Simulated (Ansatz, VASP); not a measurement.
**One calculation of BN, two programs**

```
N B
1.0
     0.00000    1.81300    1.81300
     1.81300    0.00000    1.81300
     1.81300    1.81300    0.00000
N B
1 1
Direct
  0.25000 0.25000 0.25000
  0.00000 0.00000 0.00000
```

Alike in both runs: task relaxation of cell and atoms; functional revPBE; dispersion D4; k mesh 13 × 13 × 13; occupations fermi-dirac, width 0.05 eV; no spin polarisation.

|  | VASP | Ansatz |
| --- | --- | --- |
| version | VASP 6.6.1 | Ansatz 0.2.0 |
| potentials or method | VASP PAW PBE potentials, release 64 (N, B), cutoff 600 eV | all-electron LAPW, scalar-relativistic |

```csv
,VASP,Ansatz,Ansatz less VASP
relaxed volume (Å³/atom),5.81,5.81,-0.001
relaxed cell length with the largest relative difference (Å),2.542,2.542,-0.0002
```

VASP's potentials were made for PBE, not for revPBE. Ansatz ran all-electron here, and VASP with PAW potentials.
